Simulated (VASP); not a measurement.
# Ag2O (Pn-3m) in VASP: notebook

Ag2O is run at these levels: PBE; tasks: single point.

Everything below comes from runs of VASP 6.6.1. Logs are shortened: lines on timing, memory, paths and dates and some standing lists are left out, and cuts for length are marked.

**1. The cell of the first run**

Symmetry: Pn-3m, No. 224, cubic system. The conventional cell has a = 4.718 Å, b = 4.718 Å, c = 4.718 Å, α = 90.00°, β = 90.00°, γ = 90.00°. Within 2.7 Å of Ag (site symmetry -3m) lie 2 O at 2.04 Å. O (site symmetry -43m) has 4 Ag at 2.04 Å within 2.7 Å.

**2. Single point, PBE**

Input file INCAR:

```
PREC = Accurate ; ENCUT = 600
EDIFF = 1E-6 ; ISMEAR = 0
SIGMA = 0.01 ; LREAL = False
LASPH = True ; NELM = 120
ALGO = Normal ; ISIF = 2
LWAVE = False ; LCHARG = False
GGA = PE ; NBANDS = 37
GGA_COMPAT = False
```

Input file KPOINTS:

```
Automatic mesh
0
Gamma
  2 2 2
```

Input file POSCAR:

```
Ag2O
1.0
    4.7180000000      0.0000000000      0.0000000000
    0.0000000000      4.7180000000      0.0000000000
    0.0000000000      0.0000000000      4.7180000000
Ag O
4 2
Direct
    0.2500000000      0.2500000000      0.2500000000
    0.2500000000      0.7500000000      0.7500000000
    0.7500000000      0.7500000000      0.2500000000
    0.7500000000      0.2500000000      0.7500000000
    0.0000000000      0.0000000000      0.0000000000
    0.5000000000      0.5000000000      0.5000000000
```

Potentials or basis: VASP PAW PBE potentials, release 64 (Ag, O).

Launch:

```console
$ cat potpaw_PBE.64/Ag/POTCAR potpaw_PBE.64/O/POTCAR > POTCAR
$ mpirun -np 1 vasp_std > vasp.out
```

OUTCAR:

```text
PREC = Accurate
   ENCUT = 600
   EDIFF = 1E-6
   ISMEAR = 0
   LREAL = False
   LASPH = True
   NELM = 120
   ISIF = 2
   GGA = PE

 ion  position               nearest neighbor table
   1  0.250  0.250  0.250-   5 2.04   6 2.04   4 3.34   2 3.34   3 3.34   2 3.34   4 3.34   2 3.34
                             3 3.34   2 3.34   3 3.34   4 3.34   4 3.34   3 3.34
   2  0.250  0.750  0.750-   5 2.04   6 2.04   4 3.34   1 3.34   3 3.34   1 3.34   3 3.34   1 3.34
                             4 3.34   1 3.34   3 3.34   4 3.34   3 3.34   4 3.34
   3  0.750  0.750  0.250-   5 2.04   6 2.04   4 3.34   1 3.34   2 3.34   2 3.34   4 3.34   1 3.34
                             4 3.34   4 3.34   1 3.34   2 3.34   2 3.34   1 3.34
   4  0.750  0.250  0.750-   5 2.04   6 2.04   3 3.34   1 3.34   2 3.34   1 3.34   3 3.34   2 3.34
                             3 3.34   3 3.34   1 3.34   2 3.34   1 3.34   2 3.34
   5  0.000  0.000  0.000-   1 2.04   2 2.04   3 2.04   4 2.04
   6  0.500  0.500  0.500-   1 2.04   2 2.04   3 2.04   4 2.04

  LATTYP: Found a simple cubic cell.
 ALAT       =     4.7180000000

  Lattice vectors:

 A1 = (   4.7180000000,   0.0000000000,   0.0000000000)
 A2 = (   0.0000000000,   4.7180000000,   0.0000000000)
 A3 = (   0.0000000000,   0.0000000000,   4.7180000000)

Analysis of symmetry for initial positions (statically):
=====================================================================
 Subroutine PRICEL returns:
 Original cell was already a primitive cell.

 Routine SETGRP: Setting up the symmetry group for a
 simple cubic supercell.

 Subroutine GETGRP returns: Found 48 space group operations
 (whereof 24 operations were pure point group operations)
 out of a pool of 48 trial point group operations.

The static configuration has the point symmetry T_d .
 The point group associated with its full space group is O_h .

Analysis of symmetry for dynamics (positions and initial velocities):
=====================================================================
 Subroutine PRICEL returns:
 Original cell was already a primitive cell.

 Routine SETGRP: Setting up the symmetry group for a
 simple cubic supercell.

 Subroutine GETGRP returns: Found 48 space group operations
 (whereof 24 operations were pure point group operations)
 out of a pool of 48 trial point group operations.

The dynamic configuration has the point symmetry T_d .
 The point group associated with its full space group is O_h .

 Subroutine INISYM returns: Found 48 space group operations
 (whereof 24 operations are pure point group operations),
 and found     1 'primitive' translations

----------------------------------------------------------------------------------------

                                     Primitive cell

  volume of cell :     105.0204

  direct lattice vectors                    reciprocal lattice vectors
     4.718000000  0.000000000  0.000000000     0.211954218  0.000000000  0.000000000
     0.000000000  4.718000000  0.000000000     0.000000000  0.211954218  0.000000000
     0.000000000  0.000000000  4.718000000     0.000000000  0.000000000  0.211954218

  length of vectors
     4.718000000  4.718000000  4.718000000     0.211954218  0.211954218  0.211954218

  position of ions in fractional coordinates (direct lattice)
     0.250000000  0.250000000  0.250000000
     0.250000000  0.750000000  0.750000000
     0.750000000  0.750000000  0.250000000
     0.750000000  0.250000000  0.750000000
     0.000000000  0.000000000  0.000000000
     0.500000000  0.500000000  0.500000000

  ion indices of the primitive-cell ions
   primitive index   ion index
                 1           1
                 2           2
                 3           3
                 4           4
                 5           5
                 6           6

----------------------------------------------------------------------------------------

 KPOINTS: Automatic mesh

Automatic generation of k-mesh.
 Grid dimensions read from file:
 generate k-points for:    2    2    2

 Generating k-lattice:

  Cartesian coordinates                     Fractional coordinates (reciprocal lattice)
     0.105977109  0.000000000  0.000000000     0.500000000  0.000000000  0.000000000
     0.000000000  0.105977109  0.000000000     0.000000000  0.500000000  0.000000000
     0.000000000  0.000000000  0.105977109     0.000000000  0.000000000  0.500000000

  Length of vectors
     0.105977109  0.105977109  0.105977109

  Shift w.r.t. Gamma in fractional coordinates (k-lattice)
     0.000000000  0.000000000  0.000000000

 Subroutine IBZKPT returns following result:
 ===========================================

 Found      4 irreducible k-points:

 Following reciprocal coordinates:
            Coordinates               Weight
  0.000000  0.000000  0.000000      1.000000
  0.500000  0.000000  0.000000      3.000000
  0.500000  0.500000  0.000000      3.000000
  0.500000  0.500000  0.500000      1.000000
   k-points           NKPTS =      4   k-points in BZ     NKDIM =      4   number of bands    NBANDS=     37
   number of dos      NEDOS =    301   number of ions     NIONS =      6
   total plane-waves  NPLWV =  64000
   dimension x,y,z NGX =    40 NGY =   40 NGZ =   40
   dimension x,y,z NGXF=    80 NGYF=   80 NGZF=   80
   ions per type =               4   2
   NGX,Y,Z   is equivalent  to a cutoff of  14.09, 14.09, 14.09 a.u.
   NGXF,Y,Z  is equivalent  to a cutoff of  28.19, 28.19, 28.19 a.u.
 SYSTEM =  unknown system
   PREC   = accura    normal or accurate (medium, high low for compatibility)
   ISTART =      0    job   : 0-new  1-cont  2-samecut
   ICHARG =      2    charge: 1-file 2-atom 10-const
   ISPIN  =      1    spin polarized calculation?
   LNONCOLLINEAR =      F non collinear calculations
   LSORBIT =      F    spin-orbit coupling
   LASPH  =      T    aspherical Exc in radial PAW
   ENCUT  =  600.0 eV  44.10 Ry    6.64 a.u.   9.42  9.42  9.42*2*pi/ulx,y,z
   NELM   =    120;   NELMIN=  2; NELMDL= -5     # of ELM steps
   EDIFF  = 0.1E-05   stopping-criterion for ELM
   LREAL  =      F    real-space projection
   EDIFFG = 0.1E-04   stopping-criterion for IOM
   NSW    =      0    number of steps for IOM
   IBRION =     -1    ionic relax: 0-MD 1-quasi-New 2-CG
   NFREE  =      0    steps in history (QN), initial steepest desc. (CG)
   ISIF   =      2    stress and relaxation
   ISYM   =      2    0-nonsym 1-usesym 2-fastsym
   POTIM  = 0.5000    time-step for ionic-motion
   TEBEG  =    0.0;   TEEND  =   0.0 temperature during run
   PSTRESS=    0.0 pullay stress
   NELECT =      56.0000    total number of electrons
   NUPDOWN=      -1.0000    fix difference up-down
   EMIN   =  10.00;   EMAX   =-10.00  energy-range for DOS
   EFERMI =   0.00;   METHOD = LEGACY
   ISMEAR =     0;   SIGMA  =   0.01  broadening in eV -4-tet -1-fermi 0-gaus
   EFERMI_NEDOS =   21; number of points for ismear=-14 and -15
   IALGO  =     38    algorithm
   IMIX   =      4    mixing-type and parameters
     AMIX     =   0.40;   BMIX     =  1.00
     AMIX_MAG =   1.60;   BMIX_MAG =  1.00
  volume/ion in A,a.u.               =      17.50       118.12
  Fermi-wavevector in a.u.,A,eV,Ry     =   1.327536  2.508679 23.978245  1.762351
  Thomas-Fermi vector in A             =   2.456841
   LORBIT       =      0    0 simple, 1 ext, 2 COOP (PROOUT), +10 PAW based schemes
   GGA     = PE    functional components
   LHFCALC =     F    Hartree Fock is set to
   AEXX    =    0.0000 exact exchange contribution
   IVDW    =     0    specifies the selected vdW correction
   LEPSILON=     F    determine dielectric tensor
   LRPA    =     F    only Hartree local field effects (RPA)
 non-spin polarized calculation
 Gauss-broadening in eV      SIGMA  =   0.01
  energy-cutoff  :      600.00
  volume of cell :      105.02
 maximum number of plane-waves:      3544
 NGX is ok and might be reduce to    40
   NGX = 19   NGY = 19   NGZ = 19

 number of electron      56.0000025 magnetization

 Free energy of the ion-electron system (eV)
  ---------------------------------------------------
  ext. energy  EPLUGINS =         0.00000000
  ---------------------------------------------------
  free energy    TOTEN  =       -21.04840282 eV

  energy without entropy =      -21.04809568  energy(sigma->0) =      -21.04824925

 E-fermi :   4.7859     XC(G=0): -10.5238

 val. band max:        4.7699236799   @ k =   0.0000   0.0000   0.0000
 cond. band min:       4.7985665246   @ k =   0.0000   0.0000   0.0000
 fundamental gap:      0.0286428448
 Fermi energy:         4.7858660727

 k-point     1 :       0.0000    0.0000    0.0000
  band No.  band energies     occupation
      1     -14.0974      2.00000
      2     -13.3983      2.00000
      3      -2.1182      2.00000
      4      -2.1182      2.00000
      5      -2.1182      2.00000
      6       0.0616      2.00000
[... 29 lines left out ...]
     36      13.4254      0.00000
     37      13.4254      0.00000

 k-point     2 :       0.5000    0.0000    0.0000
  band No.  band energies     occupation
      1     -13.7585      2.00000
      2     -13.7585      2.00000
      3      -1.5768      2.00000
      4      -1.5768      2.00000
      5      -1.0375      2.00000
      6      -1.0375      2.00000
[... 29 lines left out ...]
     36      12.3888      0.00000
     37      13.2702      0.00000

 k-point     3 :       0.5000    0.5000    0.0000
  band No.  band energies     occupation
      1     -13.7519      2.00000
      2     -13.7519      2.00000
      3      -1.7618      2.00000
      4      -1.7618      2.00000
      5      -1.0120      2.00000
      6      -1.0120      2.00000
[... 29 lines left out ...]
     36      12.8987      0.00000
     37      14.5496      0.00000

 k-point     4 :       0.5000    0.5000    0.5000
  band No.  band energies     occupation
      1     -14.0394      2.00000
      2     -13.4302      2.00000
      3      -1.9736      2.00000
      4      -1.9736      2.00000
      5      -1.9736      2.00000
      6       0.4592      2.00000
[... 29 lines left out ...]
     36      10.9341      0.00000
     37      17.5925      0.00000

------------------------ aborting loop because EDIFF is reached ----------------------------------------

  FORCE on cell =-STRESS in cart. coord.  units (eV):
  Direction    XX          YY          ZZ          XY          YZ          ZX
  --------------------------------------------------------------------------------------
  -------------------------------------------------------------------------------------
  Total        3.8694838      3.8694838      3.8694838     -0.0000000      0.0000000     -0.0000000
  in kB       59.0323136     59.0323136     59.0323136     -0.0000000      0.0000000     -0.0000000
  external PRESSURE =      59.0323136 kB  Pullay stress =       0.0000000 kB

 VOLUME and BASIS-vectors are now :
 -----------------------------------------------------------------------------
  energy-cutoff  :      600.00
  volume of cell :      105.02
      direct lattice vectors                 reciprocal lattice vectors
     4.718000000  0.000000000  0.000000000     0.211954218  0.000000000  0.000000000
     0.000000000  4.718000000  0.000000000     0.000000000  0.211954218  0.000000000
     0.000000000  0.000000000  4.718000000     0.000000000  0.000000000  0.211954218

 POSITION                                       TOTAL-FORCE (eV/Angst)
 -----------------------------------------------------------------------------------
      1.17950      1.17950      1.17950        -0.000000      0.000000     -0.000000
      1.17950      3.53850      3.53850         0.000000      0.000000      0.000000
      3.53850      3.53850      1.17950         0.000000     -0.000000      0.000000
      3.53850      1.17950      3.53850        -0.000000     -0.000000      0.000000
      0.00000      0.00000      0.00000        -0.000000     -0.000000     -0.000000
      2.35900      2.35900      2.35900         0.000000     -0.000000     -0.000000
 -----------------------------------------------------------------------------------
    total drift:                                0.000000     -0.000000     -0.000000

  FREE ENERGIE OF THE ION-ELECTRON SYSTEM (eV)
  ---------------------------------------------------
  free  energy   TOTEN  =       -21.0484028168 eV

  energy  without entropy=      -21.0480956813  energy(sigma->0) =      -21.04824925
```

Run time: 21 s. Hardware: 1 thread of Intel Xeon Platinum 8259CL at 2.50GHz (Skylake/Cascade Lake), shared host; peak memory 0.23 GiB.

Results:

```
Free energy            : -21.0484 eV
Pressure               : 5.9 GPa
Band gap on the k mesh : 0.03 eV, direct
```

Caveat: the k points lie up to 0.67 Å⁻¹ apart.

**3. Single point, PBE**

INCAR is that of step 2.

Input file KPOINTS:

```
regular mesh
0
Gamma
  3 3 3
```

POSCAR is that of step 2.

Potentials or basis: VASP PAW PBE potentials, release 64 (Ag, O).

Launch:

```console
$ cat potpaw_PBE.64/Ag/POTCAR potpaw_PBE.64/O/POTCAR > POTCAR
$ mpirun -np 1 vasp_std > vasp.out
```

Run time: 22 s. Hardware: 1 thread of Intel Xeon Platinum 8259CL at 2.50GHz (Skylake/Cascade Lake), shared host; peak memory 0.24 GiB.

Results (log left out):

```yaml
Free_energy: -21.3523 eV
Pressure: 4.7 GPa
Band_gap_on_the_k_mesh: 0.03 eV, direct
```

Levels at points of the mesh, in eV from the valence-band top:
```
           k point  band 24  band 25  band 26  band 27  band 28  band 29  band 30  band 31  band 32  band 33
(0.00, 0.00, 0.00)    -2.66    -2.66     0.00     0.00     0.00     0.03     2.01     2.01     7.30     7.30
```

Caveat: the k points lie up to 0.44 Å⁻¹ apart.
